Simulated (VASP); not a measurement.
Set up this calculation in VASP 6.6.1, as the native input.

```yaml
Task: single point
Functional: r2SCAN
Potentials_or_basis: VASP PAW PBE potentials, release 64 (Y_sv)
Cutoff: 520 eV
k_mesh: 11 × 11 × 6
Occupations: fermi-dirac, width 0.1 eV
Spin: no spin polarisation
Dipole_correction: no
Further_INCAR_settings: ALGO = Normal; EDIFF = 1e-06; NBANDS = 18
```

Crystal: Y.

```
Y
1.0
    -2.00443    2.44600    1.78862
     2.44600   -2.00443    1.78862
     3.92800    3.92800   -0.97988
Y
2
Direct
  0.04153 0.95847 0.00000
  0.70847 0.29153 0.50000
```

These files were run (other wordings do the same):

POSCAR

```
Y
1.0
   -2.0044325025      2.4460007570      1.7886167306
    2.4460007570     -2.0044325025      1.7886167306
    3.9279988086      3.9279988086     -0.9798836638
Y
2
Direct
    0.0415338516      0.9584661484      0.0000000000
    0.7084661484      0.2915338516      0.5000000000
```

INCAR.step1

```
SYSTEM = Y
PREC = Accurate
ENCUT = 520
ISMEAR = -1
SIGMA = 0.1
LREAL = .False.
LASPH = .True.
NELM = 60
NBANDS = 18
GGA = PE
ALGO = Normal
EDIFF = 1E-4
LWAVE = .True.
LCHARG = .False.
```

INCAR.step2

```
SYSTEM = Y
PREC = Accurate
ENCUT = 520
EDIFF = 1E-6
ISMEAR = -1
SIGMA = 0.1
LREAL = .False.
LASPH = .True.
NELM = 60
ALGO = Normal
ISIF = 2
LWAVE = .False.
LCHARG = .True.
METAGGA = R2SCAN
LMIXTAU = .True.
LELF = .True.
LVHAR = .True.
NBANDS = 18
ISTART = 1
```

KPOINTS

```
Automatic mesh
0
Gamma
  11 11 6
  0 0 0
```

Potentials or basis: VASP PAW PBE potentials, release 64 (Y_sv).

The run is started by

```console
$ cat potpaw_PBE.64/Y_sv/POTCAR > POTCAR
$ cp INCAR.step1 INCAR
$ mpirun -np 1 vasp_std > vasp.out
$ cp INCAR.step2 INCAR
$ mpirun -np 1 vasp_std > vasp.out
```

It gave:

| Item | Value |
| --- | --- |
| Pressure | 1.7 GPa |
| Band gap on the k mesh | zero (bands 11 and 12 overlap by 1.69 eV) |

Caveat: the PAW data sets were made with another functional, which shifts forces and pressure a little.

Run time: 19 min on 1 thread of Intel Xeon 8259CL, with other jobs on the host, peak memory 0.36 GiB.
